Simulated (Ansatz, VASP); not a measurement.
Two plane-wave programs on Gd

Contents of INCAR:

```
  PREC = Accurate
  ENCUT = 520
  EDIFF = 1E-6
  ISMEAR = 0
  SIGMA = 0.05
  LREAL = False
  LASPH = True
  NELM = 150
  ALGO = Normal
  ISIF = 2
  LWAVE = False
  LCHARG = True
  ISPIN = 2
  MAGMOM = 7.96
  LORBIT = 11
  LMAXMIX = 6
  GGA = PE
  LELF = True
  LVHAR = True
  NBANDS = 19
```

File KPOINTS:

```
Automatic mesh
0
Gamma
  14 14 14
```

POSCAR

```
Gd
1.0
    0.0000000000      2.5408337054      2.5408337054
    2.5408337054      0.0000000000      2.5408337054
    2.5408337054      2.5408337054      0.0000000000
Gd
1
Direct
    0.0000000000      0.0000000000      0.0000000000
```

Input for Ansatz:

```yaml
crystal:
  lattice:
    - [0.0, 2.5408337054, 2.5408337054]
    - [2.5408337054, 0.0, 2.5408337054]
    - [2.5408337054, 2.5408337054, 0.0]
  atoms:
    - { symbol: Gd, position: [0.0, 0.0, 0.0], spin: 7.96 }
basis:
  ecutwfc: 420
  ecutrho_ratio: 4
kpoints:
  mp_grid: { grid: [14, 14, 14] }
hamiltonian:
  xc: pbe
scf:
  occupations: { method: gaussian, width: 0.05 }
output:
  forces: true
  stress: true
  eigenvalues: true
  populations: true
magnetization:
  spin_polarized: true
```

Alike in both runs: task single point; functional PBE; k mesh 14 × 14 × 14; occupations gaussian, width 0.05 eV; collinear spin.

|  | VASP | Ansatz |
| --- | --- | --- |
| version | VASP 6.6.1 | Ansatz 0.2.0 |
| potentials or method | VASP PAW PBE potentials, release 64 (Gd), cutoff 520 eV | scalar-relativistic, plane waves, PAW |
| valence electrons in the cell | 18 | 18 |

Ansatz gave:

| Item | Value |
| --- | --- |
| pressure (GPa) | 0.0 |
| net moment per atom (μB) | 7.44 |
| size of the moment on the site where the two differ most (μB) | 7.24 |

**Question.** What did VASP give for the same quantities?

**Answer.** Pressure (GPa): -0.2; net moment per atom (μB): 7.44; size of the moment on the site where the two differ most (μB): 6.93.

Site moments also hang on the region over which each program counts them. Ansatz's warnings: given moment on shells.

Spin-orbit coupling is off throughout.
